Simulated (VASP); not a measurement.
TeO4:

```
Te O
1.0
    -2.67374    2.67374    2.67374
     2.67374   -2.67374    2.67374
     2.67374    2.67374   -2.67374
Te O
1 4
Direct
  0.00000 0.00000 0.00000
  0.50000 0.50000 0.50000
  0.00000 0.00000 0.50000
  0.00000 0.50000 0.00000
  0.50000 0.00000 0.00000
```

The cell was generated, and may not be a known phase.

```yaml
Program: VASP 6.6.1
Task: relaxation of cell and atoms
Functional: PBE
Potentials_or_basis: VASP PAW PBE potentials, release 64 (Te, O)
Cutoff: 600 eV
k_mesh: 4 × 4 × 4
Occupations: gaussian, width 0.2 eV
Spin: no spin polarisation
```

At the start: pressure -19.2 GPa; volume 15.29 Å³/atom.

Task: How do energy, volume and symmetry change on relaxing?

Result: Over 3 steps the energy falls by 341.4 meV/atom and the volume is 11.37 Å³/atom (-25.7 %); space group Im-3m (No. 229, to 0.1 Å) before and after.

The path:
| step | energy change (eV) | largest force (eV/Å) | pressure (GPa) | volume (Å³) |
| --- | --- | --- | --- | --- |
| 1 | 0.0000 | 0.0000 | -19.23 | 76.46 |
| 2 | -1.6972 | 0.0000 | -2.83 | 57.89 |
| 3 | -1.7071 | 0.0000 | -0.13 | 56.84 |

Final structure:
```cif
data_structure
_symmetry_space_group_name_H-M 'P 1'
_symmetry_Int_Tables_number 1
_cell_length_a 4.1954
_cell_length_b 4.1954
_cell_length_c 4.1954
_cell_angle_alpha 109.471
_cell_angle_beta 109.471
_cell_angle_gamma 109.471
_cell_volume 56.84
loop_
_atom_site_label
_atom_site_type_symbol
_atom_site_fract_x
_atom_site_fract_y
_atom_site_fract_z
_atom_site_occupancy
Te1 Te 0.00000 0.00000 0.00000 1
O1 O 0.50000 0.50000 0.50000 1
O2 O 0.00000 0.00000 0.50000 1
O3 O 0.00000 0.50000 0.00000 1
O4 O 0.50000 0.00000 0.00000 1
```

Caveat: the k points lie up to 0.46 Å⁻¹ apart in the final cell, too coarse for converged energies and pressures of a metal; the volume moved by over 15 % at a fixed basis, so the end points are rough.
